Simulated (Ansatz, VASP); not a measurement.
RbBr: VASP beside Ansatz

INCAR

```
ALGO = Normal
EDIFF = 1E-8
ENCUT = 520
GGA = PE
ISIF = 2
ISMEAR = -1
LASPH = T
LCHARG = F
LEFG = T
LREAL = F
LWAVE = F
NBANDS = 24
NELM = 80
PREC = Accurate
SIGMA = 0.05
```

Contents of KPOINTS:

```
k-points
0
Gamma
  10 10 6
```

POSCAR

```
RbBr
1.0
    5.9420834490      0.0000000000      0.0000000000
   -2.9710417246      5.1459952183      0.0000000000
    0.0000000000      0.0000000000      6.9565076358
Rb Br
2 2
Direct
    0.3333333333      0.6666666667     -0.0619962559
    0.6666666667      0.3333333333      0.4380037441
    0.3333333333      0.6666666667      0.4379962559
    0.6666666667      0.3333333333      0.9379962559
```

Input for Ansatz:

```yaml
crystal:
  lattice:
    - [5.942083449, 0.0, 0.0]
    - [-2.9710417246, 5.1459952183, 0.0]
    - [0.0, 0.0, 6.9565076358]
  atoms:
    - { symbol: Rb, position: [0.3333333333, 0.6666666667, -0.0619962559] }
    - { symbol: Rb, position: [0.6666666667, 0.3333333333, 0.4380037441] }
    - { symbol: Br, position: [0.3333333333, 0.6666666667, 0.4379962559] }
    - { symbol: Br, position: [0.6666666667, 0.3333333333, 0.9379962559] }
kpoints:
  mp_grid: { grid: [10, 10, 6] }
  band_path:
    path:
      - [0.0, 0.0, 0.0]
      - [0.5, 0.0, 0.0]
      - [0.3333333333, 0.3333333333, 0.0]
      - [0.0, 0.0, 0.0]
      - [0.0, 0.0, 0.5]
      - [0.5, 0.0, 0.5]
      - [0.3333333333, 0.3333333333, 0.5]
      - [0.0, 0.0, 0.5]
      - [0.5, 0.0, 0.5]
    npoints: 14
scf:
  occupations: { method: fermi_dirac, width: 0.05 }
hamiltonian:
  xc: pbe
  pseudopotentials: { kind: paw }
output:
  forces: true
  stress: true
  eigenvalues: true
  efg: { contact_densities: true }
  populations: true
  bader: true
  dos: { projected: true, de: 0.2, e_range: [-14, 8] }
  write_density: true
  write_potential: true
  elf: true
  volumetric_format: npy
```

Alike in both runs: task electric field gradients; functional PBE; k mesh 10 × 10 × 6; occupations fermi-dirac, width 0.05 eV; no spin polarisation.

```csv
,VASP,Ansatz
version,VASP 6.6.1,Ansatz 0.2.0
potentials or method,"VASP PAW PBE potentials, release 64 (Rb_sv, Br)","PAW with Ansatz's default frozen-core files, scalar-relativistic"
plane-wave cutoff (eV),520,420
valence electrons in the cell,32,32
```

|  | VASP | Ansatz | Ansatz less VASP |
| --- | --- | --- | --- |
| gap on the k mesh at the Fermi level (eV) | 4.02 | 4.02 | +0.002 |
| pressure (GPa) | 0.0 | 0.0 | -0.02 |
| size of Vzz on the site where it differs most (V/Å²) | 8.4 | 9.9 | +1.50 |

Ansatz's warnings: structure snapped to symmetry, xc potential rough in thin density.
